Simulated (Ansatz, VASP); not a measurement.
Two plane-wave programs on Li2Se

INCAR

```
PREC     = Accurate       # precision mode
ENCUT    = 750            # plane-wave cutoff, eV
EDIFF    = 1E-6           # SCF threshold, eV
ISMEAR   = 0              # smearing method
SIGMA    = 0.02           # smearing width, eV
LREAL    = F              # projectors in reciprocal space
LASPH    = T              # aspherical terms in the spheres
NELM     = 120            # most SCF steps
ALGO     = Normal         # electronic algorithm
ISIF     = 2              # what is computed and relaxed
LWAVE    = F              # write WAVECAR
LCHARG   = F              # write CHGCAR
GGA      = PE             # functional
NBANDS   = 13             # bands
GGA_COMPAT= F
```

The input KPOINTS:

```
regular mesh
0
Gamma
  8 8 8
```

File POSCAR:

```
Li2Se
1.0
    0.0000000000      2.8772476242      2.8772476242
    2.8772476242      0.0000000000      2.8772476242
    2.8772476242      2.8772476242      0.0000000000
Li Se
2 1
Direct
    0.2500000000      0.2500000000      0.2500000000
    0.7500000000      0.7500000000      0.7500000000
    0.0000000000      0.0000000000      0.0000000000
```

Input for Ansatz:

```yaml
crystal:
  lattice:
    - [0.0, 2.8772476242, 2.8772476242]
    - [2.8772476242, 0.0, 2.8772476242]
    - [2.8772476242, 2.8772476242, 0.0]
  atoms:
    - { symbol: Li, position: [0.25, 0.25, 0.25] }
    - { symbol: Li, position: [0.75, 0.75, 0.75] }
    - { symbol: Se, position: [0.0, 0.0, 0.0] }
basis:
  ecutwfc: 420
kpoints:
  mp_grid: { grid: [8, 8, 8] }
hamiltonian:
  xc: pbe
scf:
  occupations: { method: gaussian, width: 0.02 }
output:
  forces: true
  stress: true
  eigenvalues: true
  write_density: true
  write_potential: true
  elf: true
  volumetric_format: npy
```

Alike in both runs: task single point; functional PBE; k mesh 8 × 8 × 8; occupations gaussian, width 0.02 eV; no spin polarisation.

|  | VASP | Ansatz |
| --- | --- | --- |
| version | VASP 6.6.1 | Ansatz 0.2.0 |
| potentials or method | VASP PAW PBE potentials, release 64 (Li_sv, Se), cutoff 750 eV | scalar-relativistic, plane waves, PAW |
| valence electrons in the cell | 12 | 22 |

Ansatz gave:

```
gap on the k mesh at the Fermi level (eV) : 2.86
least direct gap on the mesh (eV)         : 3.95
pressure (GPa)                            : 5.6
```

Problem. Which values does VASP return?

Solution. gap on the k mesh at the Fermi level (eV): 2.85; least direct gap on the mesh (eV): 3.96; pressure (GPa): 5.5.

VASP's potentials hold 12 valence electrons a cell and Ansatz's 22, so a difference there can come from the potentials and not from the codes.
